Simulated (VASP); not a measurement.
## CSe2: single point with r2SCAN

CSe2:

```
Se C
1.0
     3.43307   -2.99133    0.00000
     3.43307    2.99133    0.00000
     0.00000    0.00000    9.18781
Se C
4 2
Direct
  0.20982 0.79018 0.87636
  0.79018 0.20982 0.12364
  0.29018 0.70982 0.37636
  0.70982 0.29018 0.62364
  0.00000 0.00000 0.00000
  0.50000 0.50000 0.50000
```

| Property | Result |
| --- | --- |
| Program | VASP 6.6.1 |
| Task | single point |
| Functional | r2SCAN |
| Potentials or basis | VASP PAW PBE potentials, release 64 (Se, C) |
| Cutoff | 520 eV |
| k mesh | 5 × 5 × 3 |
| Occupations | fermi-dirac, width 0.05 eV |
| Spin | no spin polarisation |
| Dipole correction | no |
| Further INCAR settings | ALGO = Normal; EDIFF = 1e-06; NBANDS = 25 |

```
Pressure               : 0.2 GPa
Largest force          : 0.124 eV/Å
Band gap on the k mesh : 2.45 eV (least direct gap 2.59 eV)
```

Forces in eV/Å, atoms in the order of the input:
```
Se   0.000 -0.093 -0.083
Se   0.000  0.093  0.083
Se   0.000  0.093 -0.083
Se   0.000 -0.093  0.083
C    0.000  0.000  0.000
C    0.000  0.000  0.000
```

Stress tensor (GPa, compression positive):
```
0.00 0.00 0.00
0.00 0.40 0.00
0.00 0.00 0.30
```

Levels at points of the mesh, in eV from the valence-band top:
| k point | band 14 | band 15 | band 16 | band 17 | band 18 | band 19 |
| --- | --- | --- | --- | --- | --- | --- |
| (0.00, 0.00, 0.00) | -0.92 | -0.82 | -0.42 | 2.45 | 2.75 | 3.19 |

Run time: 2.6 min on 1 thread of Intel(R) Xeon(R) 6975P-C (Granite Rapids), with other jobs on the host, peak memory 0.35 GiB.

Caveat: the PAW data sets were made with another functional, which shifts forces and pressure a little; an odd mesh through Γ misses points on the zone boundary, where band edges can lie.
